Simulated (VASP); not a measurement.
# Ga (P6/mmm) in VASP: single point with PBEsol

Aim: the single point of Ga with PBEsol.

All numbers are computed with VASP 6.6.1; they aren't measurements. Logs are shortened: lines on timing, memory, paths and dates and some standing lists are left out, and cuts for length are marked.

## (1) The cell of the first run

It takes space group P6/mmm (No. 191, hexagonal). Conventional cell: a = 4.613 Å, b = 4.613 Å, c = 2.947 Å, α = 90.00°, β = 90.00°, γ = 120.00°. Within 3.9 Å of Ga (site symmetry 6/mmm) lie 14 Ga at 2.95 to 3.04 Å. Within 3.5 Å of Ga (site symmetry -6m2) lie 11 Ga at 2.66 to 3.04 Å.

## (2) Single point, PBEsol

INCAR

```
PREC = Accurate
ENCUT = 520
EDIFF = 1E-6
ISMEAR = -1
SIGMA = 0.1
LREAL = F
LASPH = T
NELM = 100
ALGO = Normal
ISIF = 2
LWAVE = F
LCHARG = T
GGA = PS
LELF = T
LVHAR = T
NBANDS = 26
```

KPOINTS

```
regular mesh
0
Gamma
  8 8 11
```

POSCAR

```
Ga
1.0
    4.6126372772      0.0000000000      0.0000000000
   -2.3063186386      3.9946610605      0.0000000000
    0.0000000000      0.0000000000      2.9469650557
Ga
3
Direct
    0.0000000000      0.0000000000      0.0000000000
    0.3333333333      0.6666666667      0.5000000000
    0.6666666667      0.3333333333      0.5000000000
```

Potentials or basis: VASP PAW PBE potentials, release 64 (Ga_d).

Started as:

```console
cat potpaw_PBE.64/Ga_d/POTCAR > POTCAR
mpirun -np 1 vasp_std > vasp.out
```

OUTCAR:

```text
PREC = Accurate
   ENCUT = 520
   EDIFF = 1E-6
   ISMEAR = -1
   LREAL = F
   LASPH = T
   NELM = 100
   ISIF = 2
   GGA = PS

 ion  position               nearest neighbor table
   1  0.000  0.000  0.000-
   2  0.333  0.667  0.500-   3 2.66   3 2.66   3 2.66
   3  0.667  0.333  0.500-   2 2.66   2 2.66   2 2.66

  LATTYP: Found a hexagonal cell.
 ALAT       =     4.6126372772
 C/A-ratio  =     0.6388893985

  Lattice vectors:

 A1 = (   4.6126372772,   0.0000000000,   0.0000000000)
 A2 = (  -2.3063186386,   3.9946610605,   0.0000000000)
 A3 = (   0.0000000000,   0.0000000000,   2.9469650557)

Analysis of symmetry for initial positions (statically):
=====================================================================
 Subroutine PRICEL returns:
 Original cell was already a primitive cell.

 Routine SETGRP: Setting up the symmetry group for a
 hexagonal supercell.

 Subroutine GETGRP returns: Found 24 space group operations
 (whereof 24 operations were pure point group operations)
 out of a pool of 24 trial point group operations.

The static configuration has the point symmetry D_6h.

Analysis of symmetry for dynamics (positions and initial velocities):
=====================================================================
 Subroutine PRICEL returns:
 Original cell was already a primitive cell.

 Routine SETGRP: Setting up the symmetry group for a
 hexagonal supercell.

 Subroutine GETGRP returns: Found 24 space group operations
 (whereof 24 operations were pure point group operations)
 out of a pool of 24 trial point group operations.

The dynamic configuration has the point symmetry D_6h.

 Subroutine INISYM returns: Found 24 space group operations
 (whereof 24 operations are pure point group operations),
 and found     1 'primitive' translations

----------------------------------------------------------------------------------------

                                     Primitive cell

  volume of cell :      54.3005

  direct lattice vectors                    reciprocal lattice vectors
     4.612637277  0.000000000  0.000000000     0.216795716  0.125167065  0.000000000
    -2.306318639  3.994661060  0.000000000     0.000000000  0.250334130  0.000000000
     0.000000000  0.000000000  2.946965056     0.000000000  0.000000000  0.339332154

  length of vectors
     4.612637277  4.612637277  2.946965056     0.250334130  0.250334130  0.339332154
[... 74 lines left out ...]
   PREC   = accura    normal or accurate (medium, high low for compatibility)
   ISTART =      0    job   : 0-new  1-cont  2-samecut
   ICHARG =      2    charge: 1-file 2-atom 10-const
   ISPIN  =      1    spin polarized calculation?
   LNONCOLLINEAR =      F non collinear calculations
   LSORBIT =      F    spin-orbit coupling
   LASPH  =      T    aspherical Exc in radial PAW
   ENCUT  =  520.0 eV  38.22 Ry    6.18 a.u.   8.58  8.58  5.48*2*pi/ulx,y,z
   NELM   =    100;   NELMIN=  2; NELMDL= -5     # of ELM steps
   EDIFF  = 0.1E-05   stopping-criterion for ELM
   LREAL  =      F    real-space projection
   EDIFFG = 0.1E-04   stopping-criterion for IOM
   NSW    =      0    number of steps for IOM
   IBRION =     -1    ionic relax: 0-MD 1-quasi-New 2-CG
   NFREE  =      0    steps in history (QN), initial steepest desc. (CG)
   ISIF   =      2    stress and relaxation
   ISYM   =      2    0-nonsym 1-usesym 2-fastsym
   POTIM  = 0.5000    time-step for ionic-motion
   TEBEG  =    0.0;   TEEND  =   0.0 temperature during run
   PSTRESS=    0.0 pullay stress
   NELECT =      39.0000    total number of electrons
   NUPDOWN=      -1.0000    fix difference up-down
   EMIN   =  10.00;   EMAX   =-10.00  energy-range for DOS
   EFERMI =   0.00;   METHOD = LEGACY
   ISMEAR =    -1;   SIGMA  =   0.10  broadening in eV -4-tet -1-fermi 0-gaus
   EFERMI_NEDOS =   21; number of points for ismear=-14 and -15
   IALGO  =     38    algorithm
   IMIX   =      4    mixing-type and parameters
     AMIX     =   0.40;   BMIX     =  1.00
     AMIX_MAG =   1.60;   BMIX_MAG =  1.00
  volume/ion in A,a.u.               =      18.10       122.15
  Fermi-wavevector in a.u.,A,eV,Ry     =   1.466093  2.770515 29.244767  2.149430
  Thomas-Fermi vector in A             =   2.581872
   LORBIT       =      0    0 simple, 1 ext, 2 COOP (PROOUT), +10 PAW based schemes
   GGA     = PS    functional components
   LHFCALC =     F    Hartree Fock is set to
   AEXX    =    0.0000 exact exchange contribution
   IVDW    =     0    specifies the selected vdW correction
   LEPSILON=     F    determine dielectric tensor
   LRPA    =     F    only Hartree local field effects (RPA)
 non-spin polarized calculation
  energy-cutoff  :      520.00
  volume of cell :       54.30
 maximum number of plane-waves:      1487
 NGX is ok and might be reduce to    36
   NGX = 17   NGY = 17   NGZ = 11

 number of electron      38.9999980 magnetization

 Free energy of the ion-electron system (eV)
  ---------------------------------------------------
  ext. energy  EPLUGINS =         0.00000000
  ---------------------------------------------------
  free energy    TOTEN  =        -9.92587611 eV

  energy without entropy =       -9.88011224  energy(sigma->0) =       -9.90299417

 E-fermi :   5.8424     XC(G=0): -11.3532

 val. band max:        5.8178843147   @ k =   0.3750   0.2500   0.0000
 cond. band min:       5.8477993602   @ k =   0.3750   0.2500   0.3636
 fundamental gap:      0.0299150455
 Fermi energy:         5.8424066932

 k-point     1 :       0.0000    0.0000    0.0000
  band No.  band energies     occupation
      1      -9.3008      2.00000
      2      -9.1087      2.00000
      3      -9.1087      2.00000
      4      -9.0936      2.00000
      5      -9.0700      2.00000
      6      -9.0276      2.00000
[... 685 lines left out ...]
     25      13.3498      0.00000
     26      13.8179      0.00000

 [... further k-points ...]
[... 5 lines left out ...]
  --------------------------------------------------------------------------------------
  -------------------------------------------------------------------------------------
  Total       -0.0042620     -0.0042620     -0.0089055      0.0000000      0.0000000      0.0000000
  in kB       -0.1257533     -0.1257533     -0.2627622      0.0000000      0.0000000      0.0000000
  external PRESSURE =      -0.1714229 kB  Pullay stress =       0.0000000 kB

 VOLUME and BASIS-vectors are now :
 -----------------------------------------------------------------------------
  energy-cutoff  :      520.00
  volume of cell :       54.30
      direct lattice vectors                 reciprocal lattice vectors
     4.612637277  0.000000000  0.000000000     0.216795716  0.125167065  0.000000000
    -2.306318639  3.994661060  0.000000000     0.000000000  0.250334130  0.000000000
     0.000000000  0.000000000  2.946965056     0.000000000  0.000000000  0.339332154

 POSITION                                       TOTAL-FORCE (eV/Angst)
 -----------------------------------------------------------------------------------
      0.00000      0.00000      0.00000        -0.000000      0.000000      0.000000
     -0.00000      2.66311      1.47348         0.000000      0.000000     -0.000000
      2.30632      1.33155      1.47348        -0.000000      0.000000      0.000000
 -----------------------------------------------------------------------------------
    total drift:                                0.000000      0.000000     -0.000000

  FREE ENERGIE OF THE ION-ELECTRON SYSTEM (eV)
  ---------------------------------------------------
  free  energy   TOTEN  =        -9.9258761109 eV

  energy  without entropy=       -9.8801122368  energy(sigma->0) =       -9.90299417
```

Run time: 26 s. Hardware: 1 thread of Intel Xeon 6975P-C (Granite Rapids), shared host; peak memory 0.21 GiB.

What came out:

```
Free energy : -9.9259 eV
Pressure    : 0.0 GPa
```

Caveat: the PAW data sets were made with another functional, which shifts forces and pressure a little.
